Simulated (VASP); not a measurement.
Runs of VASP 6.6.1 on BaF2. The structure is that of space group Fm-3m (No. 225), or close to it. The cells are those of the table. 

| level | cell | k mesh | cutoff (eV) | gap on the mesh (eV) | pressure (GPa) |
| --- | --- | --- | --- | --- | --- |
| r2SCAN | a = 4.380 Å, angles 60.0°, 3 atoms | 6 × 6 × 6 | 660 | 7.36 | 0.9 |
| r2SCAN | a = 4.291 Å, angles 60.0°, 3 atoms | 6 × 6 × 6 | 660 | 7.63 | 5.6 |
| r2SCAN | a = 4.380 Å, angles 60.0°, 3 atoms | 8 × 8 × 8 | 660 | 7.34 | 0.9 |
| r2SCAN | a = 4.336 Å, angles 60.0°, 3 atoms | 6 × 6 × 6 | 660 | 7.49 | 3.1 |
| r2SCAN | a = 4.466 Å, angles 60.0°, 3 atoms | 6 × 6 × 6 | 660 | 7.11 | -2.4 |
| r2SCAN | a = 4.423 Å, angles 60.0°, 3 atoms | 6 × 6 × 6 | 660 | (b) | -0.9 |
| PBE | a = 4.380 Å, angles 60.0°, 3 atoms | 8 × 8 × 8 | 600 | 6.78 | 2.5 |
| PBE | a = 4.460 Å, angles 60.0°, 3 atoms | 6 × 6 × 6 | 600 | 6.55 | -0.7 |
| PBE | a = 4.326 Å, angles 60.0°, 3 atoms | 6 × 6 × 6 | 600 | 6.96 | 5.1 |
| PBE | a = 4.371 Å, angles 60.0°, 3 atoms | 6 × 6 × 6 | 600 | 6.82 | 2.9 |
| PBE | a = 4.502 Å, angles 60.0°, 3 atoms | 6 × 6 × 6 | 600 | (a) | -2.0 |
| PBE | a = 4.416 Å, angles 60.0°, 3 atoms | 6 × 6 × 6 | 600 | 6.68 | 0.9 |

Alike in all rows: task single point; potentials or basis VASP PAW PBE potentials, release 64 (Ba_sv, F); no spin polarisation; smearing gaussian 0.01 eV.

Problem. Estimate the missing entries.

Solution. (a) 6.42; (b) 7.23.

Caveats: spin-orbit coupling is left out, which moves the levels of the heavy elements; the PAW data sets were made with another functional, which shifts forces and pressure a little (at least some runs); the cell stands under pressure (at least some runs).

A k mesh can miss the band edges, and the runs leave out spin-orbit coupling on Ba.
